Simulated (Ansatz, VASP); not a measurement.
# One calculation of Zr3SeS2, two programs

```
CELL_PARAMETERS angstrom
3.26953 0.00000 0.00000
0.00000 3.26953 0.00000
0.00000 0.00000 9.81772
ATOMIC_POSITIONS crystal
Zr 0.50000 0.50000 0.17310
Zr 0.50000 0.50000 0.50000
Zr 0.50000 0.50000 0.82690
Se 0.00000 0.00000 0.00000
S 0.00000 0.00000 0.33616
S 0.00000 0.00000 0.66384
```

Change from the starting cell: species swapped into the Mg3HgAu2 type (P4/mmm, No. 123).

Alike in both runs: functional PBE; k mesh 12 × 12 × 4; occupations gaussian, width 0.1 eV; no spin polarisation.

Ansatz relaxed the structure, and its values are those at the end. VASP's run is a single point on that final structure, the one shown.

```csv
,VASP,Ansatz
version,VASP 6.6.1,Ansatz 0.2.0
potentials or method,"VASP PAW PBE potentials, release 64 (Zr_sv, Se, S), cutoff 520 eV","scalar-relativistic, plane waves, PAW"
valence electrons in the cell,54,64
```

```tsv
	VASP	Ansatz	Ansatz less VASP
gap on the k mesh at the Fermi level (eV)	none	none	-
pressure (GPa)	0.1	0.0	-0.06
```

A gap of «none» marks a metal or a gap that the smearing closes. VASP's potentials hold 54 valence electrons a cell and Ansatz's 64, so a difference there can come from the potentials and not from the codes.
